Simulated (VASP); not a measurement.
# Co: single point with PBE

Co:

```
CELL_PARAMETERS angstrom
2.50540 0.00000 0.00000
-1.25270 2.16974 0.00000
0.00000 0.00000 4.08930
ATOMIC_POSITIONS crystal
Co 0.33333 0.66667 0.25000
Co 0.66667 0.33333 0.75000
```

```json
{
  "Program": "VASP 6.6.1",
  "Task": "single point",
  "Functional": "PBE",
  "Potentials or basis": "VASP PAW PBE potentials, release 64 (Co)",
  "Cutoff": "520 eV",
  "k mesh": "11 × 11 × 6",
  "Occupations": "fermi-dirac, width 0.1 eV",
  "Spin": "collinear spin, ferromagnetic start",
  "Starting moments": "[3.0, 3.0] μB"
}
```

```
Pressure                                              : -5.8 GPa
Net moment                                            : 3.17 μB per cell
Site moments                                          : Co +1.61 μB
Valence electrons inside the program's atomic spheres : Co 8.23
```

Stress tensor (GPa, compression positive):
```
-5.15  0.00  0.00
 0.00 -5.15  0.00
 0.00  0.00 -6.99
```

Levels at points of the mesh, in eV from the Fermi level:
Spin up:
```csv
k point,band 9,band 10,band 11,band 12,band 13,band 14
"(0.00, 0.00, 0.00)",-1.90,-0.87,-0.87,-0.17,6.01,21.88
"(0.00, 0.00, 0.50)",-1.17,-1.17,-1.17,-1.17,14.50,14.50
```
Spin down:
| k point | band 3 | band 4 | band 5 | band 6 | band 7 | band 8 | band 9 | band 10 | band 11 | band 12 |
| --- | --- | --- | --- | --- | --- | --- | --- | --- | --- | --- |
| (0.00, 0.00, 0.00) | -1.02 | -0.94 | -0.94 | -0.60 | -0.60 | -0.26 | -0.14 | -0.14 | 1.00 | 1.00 |
| (0.00, 0.00, 0.50) | -1.54 | -1.54 | -0.99 | -0.99 | -0.99 | -0.99 | 0.67 | 0.67 | 0.67 | 0.67 |

Run time: 36 s on 1 thread of Intel(R) Xeon(R) Platinum 8488C (Sapphire Rapids) (shared host), peak memory 0.16 GiB.

Caveat: the cell stands under tension.
